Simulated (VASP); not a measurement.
# Sb in VASP: further runs, part 2 of 2

VASP 6.6.1.

## (4) Single point, PBE+D3(BJ)

INCAR reads:

```
ALGO     = Normal         # electronic algorithm
DIPOL    = 0.5 0.5 0.378
EDIFF    = 1E-6           # SCF threshold, eV
ENCUT    = 520            # plane-wave cutoff, eV
GGA      = PE             # functional
IDIPOL   = 3            
ISIF     = 2              # what is computed and relaxed
ISMEAR   = 0              # smearing method
IVDW     = 12             # dispersion correction
LASPH    = True           # aspherical terms in the spheres
LCHARG   = True           # write CHGCAR
LDIPOL   = True         
LELF     = True           # ELF
LREAL    = False          # projectors in reciprocal space
LVACPOTAV= True         
LVHAR    = True         
LWAVE    = False          # write WAVECAR
NBANDS   = 18             # bands
NELM     = 100            # most SCF steps
PREC     = Accurate       # precision mode
SIGMA    = 0.05           # smearing width, eV
```

KPOINTS reads:

```
k-points
0
Gamma
  9 9 1
```

POSCAR reads:

```
Sb
1.0
    4.0686848921      0.0000000000      0.0000000000
   -2.0343424461      3.5235844766      0.0000000000
    0.0000000000      0.0000000000     20.8000277116
Sb
4
Direct
    0.3333333333      0.6666666667      0.2957005117
    0.6666666667      0.3333333333      0.2163458656
    0.6666666667      1.0000000000      0.5390973151
    0.3333333333      1.3333333333      0.4597360128
```

Potentials or basis: VASP PAW PBE potentials, release 64 (Sb).

The run is started by

```
> cat potpaw_PBE.64/Sb/POTCAR > POTCAR
> mpirun -np 1 vasp_std > vasp.out
```

OUTCAR:

```text
EDIFF = 1E-6
   ENCUT = 520
   GGA = PE
   ISIF = 2
   ISMEAR = 0
   IVDW = 12
   LASPH = True
   LREAL = False
   NELM = 100
   PREC = Accurate
 IVDW          = 12

 ion  position               nearest neighbor table
   1  0.333  0.667  0.296-   2 2.87   2 2.87   2 2.87   4 3.67
   2  0.667  0.333  0.216-   1 2.87   1 2.87   1 2.87
   3  0.667  0.000  0.539-   4 2.87   4 2.87   4 2.87
   4  0.333  0.333  0.460-   3 2.87   3 2.87   3 2.87   1 3.67

  LATTYP: Found a hexagonal cell.
 ALAT       =     4.0686848921
 C/A-ratio  =     5.1122237930

  Lattice vectors:

 A1 = (   4.0686848921,   0.0000000000,   0.0000000000)
 A2 = (  -2.0343424461,   3.5235844766,   0.0000000000)
 A3 = (   0.0000000000,   0.0000000000,  20.8000277116)

Analysis of symmetry for initial positions (statically):
=====================================================================
 Subroutine PRICEL returns:
 Original cell was already a primitive cell.

 Routine SETGRP: Setting up the symmetry group for a
[... 177 lines left out ...]
 E-fermi :   0.3624     XC(G=0):  -4.6982

 val. band max:        0.1013031451   @ k =   0.1111  -0.0000   0.0000
 cond. band min:       0.6996347791   @ k =   0.3333  -0.0000   0.0000
 fundamental gap:      0.5983316340
 Fermi energy:         0.3623712542

 k-point     1 :       0.0000    0.0000    0.0000
  band No.  band energies     occupation
      1     -11.7053      2.00000
      2     -11.5674      2.00000
      3      -6.9929      2.00000
      4      -6.2391      2.00000
      5      -1.6094      2.00000
      6      -0.1833      2.00000
[... 481 lines left out ...]
      5      -3.6304      2.00000
      6      -3.4929      2.00000
[... 10 lines left out ...]
     17       5.7332      0.00000
     18       6.0172      0.00000

 [... further k-points ...]

------------------------ aborting loop because EDIFF is reached ----------------------------------------

 Edisp (eV)   -1.22599

 E8    (eV) :    -0.5888

  FORCE on cell =-STRESS in cart. coord.  units (eV):
  Direction    XX          YY          ZZ          XY          YZ          ZX
  --------------------------------------------------------------------------------------
  -------------------------------------------------------------------------------------
  Total       0.21461     0.43657     0.23708    -0.19223    -0.56743     0.32761
  in kB       1.15307     2.34566     1.27381    -1.03281    -3.04876     1.76019
  external pressure =        1.59 kB  Pullay stress =        0.00 kB

 VOLUME and BASIS-vectors are now :
 -----------------------------------------------------------------------------
  energy-cutoff  :      520.00
  volume of cell :      298.20
      direct lattice vectors                 reciprocal lattice vectors
     4.068684892  0.000000000  0.000000000     0.245779663  0.141900954  0.000000000
    -2.034342446  3.523584477  0.000000000     0.000000000  0.283801909  0.000000000
     0.000000000  0.000000000 20.800027712     0.000000000  0.000000000  0.048076859

 POSITION                                       TOTAL-FORCE (eV/Angst)
 -----------------------------------------------------------------------------------
     -0.00000      2.34906      6.15058        -0.055354      0.080625      0.086859
      2.03434      1.17453      4.50000        -0.017377      0.045348     -0.082756
      2.71246      0.00000     11.21324         0.030584     -0.037723      0.082756
      0.67811      1.17453      9.56252         0.042147     -0.088251     -0.086859
 -----------------------------------------------------------------------------------
    total drift:                               -0.000057      0.000190      0.045036

  FREE ENERGIE OF THE ION-ELECTRON SYSTEM (eV)
  ---------------------------------------------------
  free  energy   TOTEN  =       -17.3895036631 eV

  energy  without entropy=      -17.3895036631  energy(sigma->0) =      -17.38950366

 vacuum level on the upper side and lower side of the slab         4.632         4.622
```

stdout:

```text
POSCAR found type information on POSCAR Sb
 POSCAR found :  1 types and       4 ions
 scaLAPACK will be used
 LDA part: xc-table for (Slater+PW92), standard interpolation
 POSCAR, INCAR and KPOINTS ok, starting setup
 FFT: planning ... GRIDC
 FFT: planning ... GRID_SOFT
 FFT: planning ... GRID
 WAVECAR not read
 entering main loop
 -----------------------------------------------------------------------------
|                                                                             |
|           W    W    AA    RRRRR   N    N  II  N    N   GGGG   !!!           |
|           W    W   A  A   R    R  NN   N  II  NN   N  G    G  !!!           |
|           W    W  A    A  R    R  N N  N  II  N N  N  G       !!!           |
|           W WW W  AAAAAA  RRRRR   N  N N  II  N  N N  G  GGG   !            |
|           WW  WW  A    A  R   R   N   NN  II  N   NN  G    G                |
|           W    W  A    A  R    R  N    N  II  N    N   GGGG   !!!           |
|                                                                             |
|     Did not find any points to average over, which means that no vacuum     |
|     field-free region was found. Please increase the size of  your cell     |
|     in the dimension of the dipole correction to obtain accurate            |
|     workfunction values.                                                    |
|                                                                             |
 -----------------------------------------------------------------------------
```

Wall time 2.9 min (1 thread of Intel Xeon 6975P-C (Granite Rapids), shared host); peak memory 0.43 GiB.

What came out:

- Free energy: -17.3895 eV
- Largest force: 0.131 eV/Å
- Band gap on the k mesh: 0.60 eV, indirect (least direct gap 1.12 eV)
- Dispersion energy per atom: -0.306 eV

Forces on the atoms (eV/Å):
```
Sb  -0.055  0.081  0.087
Sb  -0.017  0.045 -0.083
Sb   0.031 -0.038  0.083
Sb   0.042 -0.088 -0.087
```

Caveat: spin-orbit coupling is left out, which moves the levels of the heavy elements.
